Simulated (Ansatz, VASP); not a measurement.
## TiC in VASP and in Ansatz

The input POSCAR:

```
TiC
1.0
    0.0000000000      2.1640000000      2.1640000000
    2.1640000000      0.0000000000      2.1640000000
    2.1640000000      2.1640000000      0.0000000000
Ti C
1 1
Direct
   -0.0086645102     -0.0086645102      0.0086645102
    0.5000000000      0.5000000000      0.5000000000
```

The input INCAR.step1:

```
PREC     = Accurate       # precision mode
ENCUT    = 520            # plane-wave cutoff, eV
ISMEAR   = 0              # smearing method
SIGMA    = 0.15           # smearing width, eV
LREAL    = False          # projectors in reciprocal space
LASPH    = True           # aspherical terms in the spheres
NELM     = 80             # most SCF steps
NBANDS   = 15             # bands
GGA      = PE             # functional
ALGO     = Normal         # electronic algorithm
EDIFF    = 1E-4           # SCF threshold, eV
LWAVE    = True           # write WAVECAR
LCHARG   = False          # write CHGCAR
```

Contents of INCAR.step2:

```
PREC     = Accurate       # precision mode
ENCUT    = 520            # plane-wave cutoff, eV
EDIFF    = 1E-6           # SCF threshold, eV
ISMEAR   = 0              # smearing method
SIGMA    = 0.15           # smearing width, eV
LREAL    = False          # projectors in reciprocal space
LASPH    = True           # aspherical terms in the spheres
NELM     = 80             # most SCF steps
ALGO     = Normal         # electronic algorithm
ISIF     = 2              # what is computed and relaxed
LWAVE    = False          # write WAVECAR
LCHARG   = True           # write CHGCAR
METAGGA  = R2SCAN         # meta-GGA
LMIXTAU  = True         
LELF     = True           # ELF
LVHAR    = True         
NBANDS   = 15             # bands
ISTART   = 1
```

The input KPOINTS:

```
Automatic mesh
0
Gamma
  18 18 18
```

Input for Ansatz:

```yaml
crystal:
  lattice:
    - [0.0, 2.164, 2.164]
    - [2.164, 0.0, 2.164]
    - [2.164, 2.164, 0.0]
  atoms:
    - { symbol: Ti, position: [-0.0086645102, -0.0086645102, 0.0086645102] }
    - { symbol: C, position: [0.5, 0.5, 0.5] }
basis:
  ecutwfc: 500
kpoints:
  mp_grid: { grid: [18, 18, 18] }
hamiltonian:
  xc: r2scan
scf:
  occupations: { method: gaussian, width: 0.15 }
output:
  forces: true
  stress: true
  eigenvalues: true
```

Change from the starting cell: all Ti atoms moved +0.037 Å, as atom 1 towards its neighbour atom 2 (C) at 2.164 Å.

Alike in both runs: task single point; functional r2SCAN; k mesh 18 × 18 × 18; occupations gaussian, width 0.15 eV; no spin polarisation.

|  | VASP | Ansatz |
| --- | --- | --- |
| version | VASP 6.6.1 | Ansatz 0.2.0 |
| potentials or method | VASP PAW PBE potentials, release 64 (Ti_sv, C), cutoff 520 eV | scalar-relativistic, plane waves, PAW |
| valence electrons in the cell | 16 | 16 |

Ansatz gave:

```
gap on the k mesh at the Fermi level (eV)                     : none
pressure (GPa)                                                : 0.1
traceless stress, the component that is largest in VASP (GPa) : 0.26
rms of the force components (eV/Å)                            : 0.198
```

Problem. Which values does VASP return?

Solution. gap on the k mesh at the Fermi level (eV): none; pressure (GPa): 1.1; traceless stress, the component that is largest in VASP (GPa): 0.27; rms of the force components (eV/Å): 0.203.

VASP's potentials were made for PBE, not for r2SCAN. Atom by atom the forces differ by 0.004 eV/Å (rms over components). A gap of «none» marks a metal or a gap that the smearing closes.
